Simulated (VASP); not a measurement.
# Cr3GeSe (P-42_1m) in VASP: further runs, part 2 of 2

VASP 6.6.1. The steps go on from the part before.

### Step 4. Single point, PBEsol+U

INCAR

```
PREC = Accurate
ENCUT = 520
EDIFF = 1E-6
ISMEAR = 1
SIGMA = 0.0201
LREAL = False
LASPH = True
NELM = 150
ALGO = Normal
ISIF = 2
LWAVE = False
LCHARG = False
LMAXMIX = 4
LDAU = True
LDAUTYPE = 2
LDAUL = 2 -1 -1
LDAUU = 1 0 0
LDAUJ = 0 0 0
LDAUPRINT = 1
GGA = PS
NBANDS = 67
```

KPOINTS

```
Automatic mesh
0
Gamma
  3 3 4
```

POSCAR

```
Cr3GeSe
1.0
    5.8983140000      0.0000000000      0.0000000000
    0.0000000000      5.8983140000      0.0000000000
    0.0000000000      0.0000000000      4.4026120000
Cr Ge Se
6 2 2
Direct
    0.2041000000      0.7041000000      0.0655000000
    0.7041000000      0.7959000000      0.9345000000
    0.7959000000      0.2959000000      0.0655000000
    0.2959000000      0.2041000000      0.9345000000
    0.0000000000      0.0000000000      0.5000000000
    0.5000000000      0.5000000000      0.5000000000
    0.0000000000      0.5000000000      0.5480000000
    0.5000000000      0.0000000000      0.4520000000
    0.0000000000      0.0000000000      0.0000000000
    0.5000000000      0.5000000000      0.0000000000
```

Potentials or basis: VASP PAW PBE potentials, release 64 (Cr_pv, Ge_d, Se).

The run is started by

```console
$ cat potpaw_PBE.64/Cr_pv/POTCAR potpaw_PBE.64/Ge_d/POTCAR potpaw_PBE.64/Se/POTCAR > POTCAR
$ mpirun -np 1 vasp_std > vasp.out
```

OUTCAR:

```text
PREC = Accurate
   ENCUT = 520
   EDIFF = 1E-6
   ISMEAR = 1
   LREAL = False
   LASPH = True
   NELM = 150
   ISIF = 2
   GGA = PS

 ion  position               nearest neighbor table
   1  0.204  0.704  0.066-   9 2.14  10 2.14   7 2.72   7 2.84   5 2.86   6 2.86   8 3.00   4 3.05
                             2 3.05   4 3.05   2 3.05
   2  0.704  0.796  0.934-   9 2.14  10 2.14   8 2.72   8 2.84   6 2.86   5 2.86   7 3.00   1 3.05
                             3 3.05   3 3.05   1 3.05
   3  0.796  0.296  0.066-   9 2.14  10 2.14   7 2.72   7 2.84   5 2.86   6 2.86   8 3.00   4 3.05
                             2 3.05   2 3.05   4 3.05
[... 1047 lines left out ...]
  external PRESSURE =      12.4137795 kB  Pullay stress =       0.0000000 kB

 VOLUME and BASIS-vectors are now :
 -----------------------------------------------------------------------------
  energy-cutoff  :      520.00
  volume of cell :      153.17
      direct lattice vectors                 reciprocal lattice vectors
     5.898314000  0.000000000  0.000000000     0.169539974  0.000000000  0.000000000
     0.000000000  5.898314000  0.000000000     0.000000000  0.169539974  0.000000000
     0.000000000  0.000000000  4.402612000     0.000000000  0.000000000  0.227137890

 POSITION                                       TOTAL-FORCE (eV/Angst)
 -----------------------------------------------------------------------------------
      1.20385      4.15300      0.28837        -1.031929     -1.031929      1.338493
      4.15300      4.69447      4.11424        -1.031929      1.031929     -1.338493
      4.69447      1.74531      0.28837         1.031929      1.031929      1.338493
      1.74531      1.20385      4.11424         1.031929     -1.031929     -1.338493
      0.00000      0.00000      2.20131         0.000000      0.000000      0.000000
      2.94916      2.94916      2.20131         0.000000      0.000000      0.000000
      0.00000      2.94916      2.41263         0.000000      0.000000     -0.163518
      2.94916      0.00000      1.98998         0.000000      0.000000      0.163518
      0.00000      0.00000      0.00000         0.000000     -0.000000      0.000000
      2.94916      2.94916      0.00000         0.000000     -0.000000      0.000000
 -----------------------------------------------------------------------------------
    total drift:                                0.000000      0.000000     -0.000000

  FREE ENERGIE OF THE ION-ELECTRON SYSTEM (eV)
  ---------------------------------------------------
  free  energy   TOTEN  =       -63.1702254603 eV

  energy  without entropy=      -63.1683801668  energy(sigma->0) =      -63.16961036
```

OSZICAR:

```text
N       E                     dE             d eps       ncg     rms          rms(c)
DAV:   1     0.158560684937E+04    0.15856E+04   -0.57851E+04  1509   0.321E+03
DAV:   2     0.157687925886E+03   -0.14279E+04   -0.13925E+04  1206   0.921E+02
DAV:   3    -0.526200617965E+02   -0.21031E+03   -0.19989E+03  1318   0.247E+02
DAV:   4    -0.723933618362E+02   -0.19773E+02   -0.18766E+02  1588   0.745E+01
DAV:   5    -0.732345299490E+02   -0.84117E+00   -0.81758E+00  1524   0.155E+01    0.349E+01
DAV:   6    -0.708132601070E+02    0.24213E+01   -0.17927E+02  1485   0.604E+01    0.337E+01
DAV:   7    -0.863697299878E+02   -0.15556E+02   -0.16256E+02  1637   0.643E+01    0.501E+01
DAV:   8    -0.637722084590E+02    0.22598E+02   -0.56720E+01  1632   0.375E+01    0.120E+01
DAV:   9    -0.632911069662E+02    0.48110E+00   -0.66720E+00  1588   0.944E+00    0.592E+00
DAV:  10    -0.632506652140E+02    0.40442E-01   -0.10203E+00  1609   0.532E+00    0.439E+00
DAV:  11    -0.631761691164E+02    0.74496E-01   -0.42435E-01  1609   0.367E+00    0.152E+00
DAV:  12    -0.631740549404E+02    0.21142E-02   -0.19415E-02  1417   0.834E-01    0.984E-01
DAV:  13    -0.631702676759E+02    0.37873E-02   -0.17619E-02  1582   0.716E-01    0.138E-01
DAV:  14    -0.631702369756E+02    0.30700E-04   -0.96362E-04  1425   0.201E-01    0.106E-01
DAV:  15    -0.631702440651E+02   -0.70896E-05   -0.31476E-04  1708   0.119E-01    0.816E-02
DAV:  16    -0.631702275644E+02    0.16501E-04   -0.51713E-05  1652   0.576E-02    0.259E-02
DAV:  17    -0.631702255760E+02    0.19884E-05   -0.73995E-06  1364   0.235E-02    0.104E-02
DAV:  18    -0.631702254603E+02    0.11571E-06   -0.13440E-06   796   0.839E-03
   1 F= -.63170225E+02 E0= -.63169610E+02  d E =-.184529E-02
```

Run time: 2.6 min. Hardware: 1 thread of Intel Xeon Platinum 8259CL at 2.50GHz (Skylake/Cascade Lake), shared host; peak memory 0.31 GiB.

Results:

```yaml
Free_energy: -63.1702 eV
Pressure: 1.2 GPa
Largest_force: 1.980 eV/Å
Band_gap_on_the_k_mesh: zero (bands 56 and 57 overlap by 0.28 eV)
```

Forces in eV/Å, atoms in the order of the input:
```
Cr  -1.032 -1.032  1.338
Cr  -1.032  1.032 -1.338
Cr   1.032  1.032  1.338
Cr   1.032 -1.032 -1.338
Cr   0.000  0.000  0.000
Cr   0.000  0.000  0.000
Ge   0.000  0.000 -0.164
Ge   0.000  0.000  0.164
Se   0.000  0.000  0.000
Se   0.000  0.000  0.000
```

Eigenvalues of the final occupation matrices:
```
    site  spin  trace               eigenvalues
site 1 d     1   2.22  0.35 0.41 0.44 0.48 0.54
site 1 d     2   2.22  0.35 0.41 0.44 0.48 0.54
site 2 d     1   2.22  0.35 0.41 0.44 0.48 0.54
site 2 d     2   2.22  0.35 0.41 0.44 0.48 0.54
site 3 d     1   2.22  0.35 0.41 0.44 0.48 0.54
site 3 d     2   2.22  0.35 0.41 0.44 0.48 0.54
site 4 d     1   2.22  0.35 0.41 0.44 0.48 0.54
site 4 d     2   2.22  0.35 0.41 0.44 0.48 0.54
site 5 d     1   2.19  0.30 0.43 0.43 0.45 0.59
site 5 d     2   2.19  0.30 0.43 0.43 0.45 0.59
site 6 d     1   2.19  0.30 0.43 0.43 0.45 0.59
site 6 d     2   2.19  0.30 0.43 0.43 0.45 0.59
```

Caveat: the stress differs along the axes, from -3 to 3 GPa; the PAW data sets were made with another functional, which shifts forces and pressure a little; the run has no spin polarisation, though such a crystal can be magnetic; U without spin polarisation on a metal has little footing. Spin polarisation is off, so any magnetic state and its effect on volume and gap are missing.

### Step 5. Single point, PBE

INCAR

```
PREC = Accurate ; ENCUT = 520
EDIFF = 1E-6 ; ISMEAR = 0
SIGMA = 0.005 ; LREAL = False
LASPH = True ; NELM = 100
ALGO = Normal ; ISIF = 2
LWAVE = False ; LCHARG = True
GGA = PE ; LELF = True
LVHAR = True ; NBANDS = 67
ISYM = 0
```

KPOINTS

```
regular mesh
0
Gamma
  3 3 4
```

POSCAR is that of step 4.

The run is started by

```console
$ cat potpaw_PBE.64/Cr_pv/POTCAR potpaw_PBE.64/Ge_d/POTCAR potpaw_PBE.64/Se/POTCAR > POTCAR
$ mpirun -np 1 vasp_std > vasp.out
```

Run time: 5.3 min. Hardware: 1 thread of Intel Xeon Platinum 8259CL at 2.50GHz (Skylake/Cascade Lake), shared host; peak memory 0.36 GiB.

Results (log left out):

```
Free energy            : -64.2950 eV
Pressure               : 6.9 GPa
Largest force          : 2.094 eV/Å
Band gap on the k mesh : zero (bands 56 and 57 overlap by 0.32 eV)
```

Forces on the atoms (eV/Å):
```
Cr  -1.117 -1.117  1.374
Cr  -1.117  1.117 -1.374
Cr   1.117  1.117  1.374
Cr   1.117 -1.117 -1.374
Cr   0.000  0.000  0.000
Cr   0.000  0.000  0.000
Ge   0.000  0.000 -0.152
Ge   0.000  0.000  0.152
Se   0.000  0.000  0.000
Se   0.000  0.000  0.000
```

Stress tensor (GPa, compression positive):
```
8.91 0.00 0.00
0.00 8.91 0.00
0.00 0.00 2.97
```

Levels at points of the mesh, in eV from the Fermi level:
```
           k point  band 54  band 55  band 56  band 57  band 58  band 59
(0.00, 0.00, 0.00)    -0.29    -0.18    -0.14    -0.03    -0.03     0.16
(0.00, 0.00, 0.50)    -0.43    -0.43    -0.35    -0.26    -0.14     0.14
```

Caveat: the stress differs along the axes, from 3 to 9 GPa; the run has no spin polarisation, though such a crystal can be magnetic; forces of over 1 eV/Å act on the atoms, so gaps and moduli don't describe the material at rest.

### Step 6. Overview

| level | U | smearing | gap on the mesh (eV) | pressure (GPa) | largest force (eV/Å) |
| --- | --- | --- | --- | --- | --- |
| PBE | - | methfessel-paxton 0.0201 eV | none | 6.9 | 2.09 |
| PBEsol+U | Cr d U = 1.0 eV | methfessel-paxton 0.0201 eV | none | 1.2 | 1.98 |
| PBE | - | gaussian 0.005 eV | none | 6.9 | 2.09 |

Alike in all rows: task single point; potentials or basis VASP PAW PBE potentials, release 64 (Cr_pv, Ge_d, Se); no spin polarisation; cell as given; k mesh 3 × 3 × 4; cutoff (eV) 520.

The pressure there spans 1.2 GPa (PBEsol+U) to 6.9 GPa (PBE); a positive pressure means that this level wants a larger cell, a negative one a smaller.

Caveats: the run has no spin polarisation, though such a crystal can be magnetic; the stress differs along the axes, from 3 to 9 GPa (at least some runs); forces of over 1 eV/Å act on the atoms, so gaps and moduli don't describe the material at rest (at least some runs); the stress differs along the axes, from -3 to 3 GPa (at least some runs); the PAW data sets were made with another functional, which shifts forces and pressure a little (at least some runs); U without spin polarisation on a metal has little footing (at least some runs).

Total energies depend on the potentials used, so only differences within one code and one set of settings carry meaning.
